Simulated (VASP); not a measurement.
Crystal: SrTiO3.

```
Sr Ti O
1.0
     3.90500    0.00000    0.00000
     0.00000    3.90500    0.00000
     0.00000    0.00000    3.90500
Sr Ti O
1 1 3
Direct
  0.00000 0.00000 0.00000
  0.50000 0.50000 0.50000
  0.50000 0.50000 0.00000
  0.50000 0.00000 0.50000
  0.00000 0.50000 0.50000
```

Base run:

```yaml
Program: VASP 6.6.1
Functional: PBE
Potentials_or_basis: VASP PAW PBE potentials, release 64 (Sr_sv, Ti_sv, O)
Cutoff: 600 eV
k_mesh: 6 × 6 × 6
Occupations: gaussian, width 0.03 eV
Spin: no spin polarisation
```

Its results: band gap on the k mesh 1.86 eV, indirect (least direct gap 2.21 eV); pressure 4.8 GPa.

**Question.** The run is repeated on the same cell with these changes: functional from PBE to LDA; potentials or basis from VASP PAW PBE potentials, release 64 (Sr_sv, Ti_sv, O) to VASP PAW LDA potentials, release 64 (Sr_sv, Ti_sv, O). What comes out?

**Answer.** Band gap on the k mesh 1.75 eV, indirect (least direct gap 2.11 eV); pressure -6.5 GPa.

A k mesh can miss the band edges.
